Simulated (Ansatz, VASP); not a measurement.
One calculation of ZrC, two programs

Contents of INCAR:

```
PREC = Accurate
ENCUT = 520
EDIFF = 1E-6
ISMEAR = 0
SIGMA = 0.05
LREAL = False
LASPH = True
NELM = 60
ALGO = Normal
ISIF = 2
LWAVE = False
LCHARG = True
GGA = RE
IVDW = 13
LELF = True
LVHAR = True
NBANDS = 15
```

File KPOINTS:

```
regular mesh
0
Gamma
  8 8 8
```

POSCAR

```
ZrC
1.0
    0.0000000000      2.3089037089      2.3089037089
    2.3089037089      0.0000000000      2.3089037089
    2.3089037089      2.3089037089      0.0000000000
Zr C
1 1
Direct
    0.5000000000      0.5000000000      0.5000000000
    0.0000000000      0.0000000000      0.0000000000
```

Input for Ansatz:

```yaml
crystal:
  lattice:
    - [0.0, 2.3089037089, 2.3089037089]
    - [2.3089037089, 0.0, 2.3089037089]
    - [2.3089037089, 2.3089037089, 0.0]
  atoms:
    - { symbol: Zr, position: [0.5, 0.5, 0.5] }
    - { symbol: C, position: [0.0, 0.0, 0.0] }
basis:
  ecutwfc: 420
  ecutrho_ratio: 4
kpoints:
  mp_grid: { grid: [8, 8, 8] }
hamiltonian:
  xc: revpbe
  dispersion: d4
scf:
  occupations: { method: gaussian, width: 0.05 }
output:
  forces: true
  stress: true
  eigenvalues: true
```

Alike in both runs: task single point; functional revPBE; dispersion D4; k mesh 8 × 8 × 8; occupations gaussian, width 0.05 eV; no spin polarisation.

|  | VASP | Ansatz |
| --- | --- | --- |
| version | VASP 6.6.1 | Ansatz 0.2.0 |
| potentials or method | VASP PAW PBE potentials, release 64 (Zr_sv, C), cutoff 520 eV | scalar-relativistic, plane waves, PAW |
| valence electrons in the cell | 16 | 16 |

```tsv
	VASP	Ansatz	Ansatz less VASP
gap on the k mesh at the Fermi level (eV)	none	none	-
pressure (GPa)	10.3	10.0	-0.23
```

VASP's potentials were made for PBE, not for revPBE. A gap of «none» marks a metal or a gap that the smearing closes.
